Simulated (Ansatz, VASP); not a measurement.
# Two plane-wave programs on Se

Contents of INCAR:

```
  PREC = Accurate
  ENCUT = 520
  EDIFF = 1E-6
  ISMEAR = 0
  SIGMA = 0.005
  LREAL = F
  LASPH = T
  NELM = 150
  ALGO = Normal
  ISIF = 2
  LWAVE = F
  LCHARG = F
  ISPIN = 2
  MAGMOM = 2
  LORBIT = 11
  GGA = PE
  IVDW = 12
  NBANDS = 13
  ISYM = 0
```

The input KPOINTS:

```
regular mesh
0
Gamma
  1 1 1
```

File POSCAR:

```
Se
1.0
   15.0000000000      0.0000000000      0.0000000000
    0.0000000000     15.5000000000      0.0000000000
    0.0000000000      0.0000000000     16.0000000000
Se
1
Direct
    0.5000000000      0.5000000000      0.5000000000
```

Input for Ansatz:

```yaml
crystal:
  lattice:
    - [15.0, 0.0, 0.0]
    - [0.0, 15.5, 0.0]
    - [0.0, 0.0, 16.0]
  atoms:
    - { symbol: Se, position: [0.5, 0.5, 0.5], spin: 2.0 }
  symmetry: { detect: false }
basis:
  ecutwfc: 420
kpoints:
  mp_grid: { grid: [1, 1, 1] }
hamiltonian:
  xc: pbe
  dispersion: d3bj
scf:
  occupations: { method: gaussian, width: 0.005 }
output:
  forces: true
  eigenvalues: true
  populations: true
magnetization:
  spin_polarized: true
```

Alike in both runs: task single point; functional PBE; dispersion D3(BJ); k mesh 1 × 1 × 1; occupations gaussian, width 0.005 eV; collinear spin.

|  | VASP | Ansatz |
| --- | --- | --- |
| version | VASP 6.6.1 | Ansatz 0.2.0 |
| potentials or method | VASP PAW PBE potentials, release 64 (Se), cutoff 520 eV | scalar-relativistic, plane waves, PAW |
| valence electrons in the cell | 6 | 16 |

Ansatz gave:

| Property | Result |
| --- | --- |
| gap on the k mesh at the Fermi level (eV) | 0.33 |
| net moment per atom (μB) | 2.00 |
| size of the moment on the site where the two differ most (μB) | 2.00 |

Task: Estimate VASP's values.

Result: gap on the k mesh at the Fermi level (eV): 0.26; net moment per atom (μB): 2.00; size of the moment on the site where the two differ most (μB): 1.11.

Site moments also hang on the region over which each program counts them. VASP's potentials hold 6 valence electrons a cell and Ansatz's 16, so a difference there can come from the potentials and not from the codes.
